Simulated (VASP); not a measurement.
**CaBC: single point with PBE**

Crystal: CaBC.

```
Ca B C
1.0
     2.86935    0.00000    0.00000
    -1.43468    2.48493    0.00000
     0.00000    0.00000    8.73089
Ca B C
2 2 2
Direct
  0.00000 0.00000 0.00000
  0.00000 0.00000 0.50000
  0.66667 0.33333 0.25000
  0.33333 0.66667 0.75000
  0.66667 0.33333 0.75000
  0.33333 0.66667 0.25000
```

This cell differs from its parent crystal: ratio of the length along z to the lengths across it x 1.1, volume and fractional coordinates fixed.

```json
{
  "Program": "VASP 6.6.1",
  "Task": "single point",
  "Functional": "PBE",
  "Potentials or basis": "VASP PAW PBE potentials, release 64 (Ca_sv, B, C)",
  "Cutoff": "520 eV",
  "k mesh": "24 × 24 × 8",
  "Occupations": "gaussian, width 0.15 eV",
  "Spin": "no spin polarisation",
  "Dipole correction": "no",
  "Further INCAR settings": "ALGO = Normal; EDIFF = 1e-06; NBANDS = 26"
}
```

The pressure is 3.7 GPa and the band gap on the k mesh is zero (bands 17 and 18 overlap by 2.38 eV).

Stress tensor (GPa, compression positive):
```
 11.93   0.00   0.00
  0.00  11.93   0.00
  0.00   0.00 -12.91
```

Levels at points of the mesh, in eV from the Fermi level:
| k point | band 14 | band 15 | band 16 | band 17 | band 18 | band 19 | band 20 | band 21 |
| --- | --- | --- | --- | --- | --- | --- | --- | --- |
| (0.00, 0.00, 0.00) | -1.34 | -1.18 | -1.18 | -1.16 | 0.50 | 3.53 | 3.53 | 3.91 |
| (0.50, 0.00, 0.00) | -3.71 | -3.60 | -2.13 | -1.84 | -0.38 | 1.70 | 2.89 | 2.99 |
| (0.00, 0.00, 0.50) | -1.26 | -1.26 | -1.26 | -0.22 | -0.22 | 3.73 | 3.73 | 3.73 |
| (0.50, 0.00, 0.50) | -3.71 | -2.99 | -2.99 | -1.16 | -1.16 | 2.19 | 2.19 | 4.18 |

Run time: 11 min on 1 thread of Intel Xeon 8259CL, on a shared host, peak memory 0.55 GiB.

Caveat: the stress differs along the axes, from -13 to 12 GPa.
